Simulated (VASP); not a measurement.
Input of a VASP 6.6.1 run:

The input INCAR:

```
PREC = Accurate ; ENCUT = 520
EDIFF = 1E-6 ; ISMEAR = 0
SIGMA = 0.01 ; LREAL = F
LASPH = T ; NELM = 80
ALGO = Normal ; ISIF = 2
LWAVE = F ; LCHARG = F
GGA = PE ; NBANDS = 20
```

File KPOINTS:

```
Automatic mesh
0
Gamma
  6 6 4
```

The input POSCAR:

```
SnSe2
1.0
    3.8251638426      0.0000000000      0.0000000000
   -1.9125819213      3.3126890613      0.0000000000
    0.0000000000      0.0000000000      6.2270560849
Sn Se
1 2
Direct
    0.0000000000      0.0000000000      0.0000000000
    0.3333333333      0.6666666667      0.2530760455
    0.6666666667      0.3333333333      0.7469239545
```

Potentials or basis: VASP PAW PBE potentials, release 64 (Sn_d, Se).

Launch:

```sh
$ cat potpaw_PBE.64/Sn_d/POTCAR potpaw_PBE.64/Se/POTCAR > POTCAR
$ mpirun -np 1 vasp_std > vasp.out
```

Q: What does it give for the largest force?

A: 0.262 eV/Å.

Q: Predict the band gap on the k mesh.

A: 0.79 eV (least direct gap 1.12 eV).

Q: Estimate the pressure.

A: 3.0 GPa.

Forces on the atoms (eV/Å):
```
Sn   0.000  0.000  0.000
Se   0.000  0.000  0.262
Se   0.000  0.000 -0.262
```

Caveat: the cell stands under pressure; semilocal functionals underestimate gaps, and a narrow one can read as zero; spin-orbit coupling is left out, which moves the levels of the heavy elements; this functional lacks dispersion, which binds layers or chains, so the pressure and a relaxed spacing across them are unreliable. A k mesh can miss the band edges.
